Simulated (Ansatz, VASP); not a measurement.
# One calculation of Mo, two programs

```xyz
1
Lattice="0.0000 1.9827 1.9827 1.9827 0.0000 1.9827 1.9827 1.9827 0.0000" Properties=species:S:1:pos:R:3 pbc="T T T"
Mo    0.0000    0.0000    0.0000
```

Alike in both runs: task relaxation of cell and atoms; functional LDA; k mesh 14 × 14 × 14; occupations fermi-dirac, width 0.1 eV; no spin polarisation.

|  | VASP | Ansatz |
| --- | --- | --- |
| version | VASP 6.6.1 | Ansatz 0.2.0 |
| potentials or method | VASP PAW LDA potentials, release 64 (Mo_sv), cutoff 600 eV | plane waves (420 eV) with PAW, scalar-relativistic |
| valence electrons in the cell | 14 | 14 |

```tsv
	VASP	Ansatz	Ansatz less VASP
relaxed volume (Å³/atom)	15.31	15.24	-0.067
relaxed cell length with the largest relative difference (Å)	2.787	2.783	-0.0040
```

Ansatz warns that its potentials were made for another functional, while VASP's fit it. LDA's correlation is that of Perdew and Zunger in VASP and of Perdew and Wang (1992) in Ansatz.
